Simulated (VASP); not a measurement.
Here is a VASP 6.6.1 calculation.

File INCAR:

```
PREC = Accurate
ENCUT = 520
EDIFF = 1E-6
ISMEAR = -1
SIGMA = 0.13605693000000002
LREAL = F
LASPH = T
NELM = 100
ALGO = Normal
ISIF = 2
LWAVE = F
LCHARG = T
GGA = CA
LELF = T
LVHAR = T
NBANDS = 12
```

File KPOINTS:

```
Automatic mesh
0
Gamma
  14 14 14
```

POSCAR

```
Cu
1.0
    2.3277052567      0.0000000000      0.0000000000
    0.0000000000      2.3277052567      0.0000000000
    0.0000000000      0.0000000000      2.3277052567
Cu
1
Direct
    0.0000000000      0.0000000000      0.0000000000
```

Potentials or basis: VASP PAW LDA potentials, release 64 (Cu).

The run is started by

```console
$ cat potpaw_LDA.64/Cu/POTCAR > POTCAR
$ mpirun -np 1 vasp_std > vasp.out
```

Q: Predict the pressure.

A: 0.7 GPa.
